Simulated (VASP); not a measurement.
**MgZn4O: single point with PBE**

Crystal: MgZn4O.

```
CELL_PARAMETERS angstrom
2.64880 -4.05111 0.00000
2.64880 4.05111 0.00000
0.00000 0.00000 4.22898
ATOMIC_POSITIONS crystal
Mg 0.00000 0.00000 0.00000
Zn 0.33881 0.66119 0.00000
Zn 0.66119 0.33881 0.00000
Zn 0.50000 0.00000 0.50000
Zn 0.00000 0.50000 0.50000
O 0.50000 0.50000 0.50000
```

The cell was generated, and may not be a known phase.

* Program: VASP 6.6.1
* Task: single point
* Functional: PBE
* Potentials or basis: VASP PAW PBE potentials, release 64 (Mg_sv, Zn, O)
* Cutoff: 840 eV
* k mesh: 4 × 4 × 4
* Occupations: gaussian, width 0.2 eV
* Spin: no spin polarisation
* Dipole correction: no
* Further INCAR settings: ALGO = Normal; EDIFF = 1e-06; NBANDS = 41

```json
{"Pressure": "0.2 GPa", "Largest force": "0.006 eV/Å", "Band gap on the k mesh": "zero (bands 32 and 33 overlap by 2.08 eV)"}
```

Forces in eV/Å, atoms in the order of the input:
```
Mg   0.000  0.000  0.000
Zn   0.000  0.006  0.000
Zn   0.000 -0.006  0.000
Zn   0.000  0.000  0.000
Zn   0.000  0.000  0.000
O    0.000  0.000  0.000
```

Stress tensor (GPa, compression positive):
```
 0.11  0.00  0.00
 0.00 -0.16  0.00
 0.00  0.00  0.79
```

Levels at points of the mesh, in eV from the Fermi level:
```tsv
k point	band 28	band 29	band 30	band 31	band 32	band 33	band 34	band 35	band 36	band 37
(0.00, 0.00, 0.00)	-4.05	-3.61	-1.73	-1.16	-0.36	0.95	2.06	2.23	2.77	3.13
(0.50, 0.00, 0.00)	-4.01	-3.48	-1.75	-1.64	1.02	1.39	2.59	2.69	3.28	4.26
(0.50, 0.50, 0.00)	-4.07	-3.15	-2.94	-1.72	-0.52	0.11	2.98	3.65	4.84	5.03
(0.00, 0.00, 0.50)	-4.67	-3.28	-2.77	-0.48	0.74	0.75	1.23	1.89	2.91	3.05
(0.50, 0.00, 0.50)	-4.90	-3.62	-3.46	-2.51	-0.46	0.88	1.37	3.40	3.48	5.56
(0.50, 0.50, 0.50)	-5.27	-3.28	-2.16	-1.51	-0.78	-0.39	0.92	1.05	2.27	7.25
```

It took 100 s on 1 thread of Intel(R) Xeon(R) Platinum 8375C CPU @ 2.90GHz (Ice Lake), on a shared host, peak memory 0.37 GiB.

Caveat: the k points lie up to 0.37 Å⁻¹ apart, too coarse for converged energies and pressures of a metal.
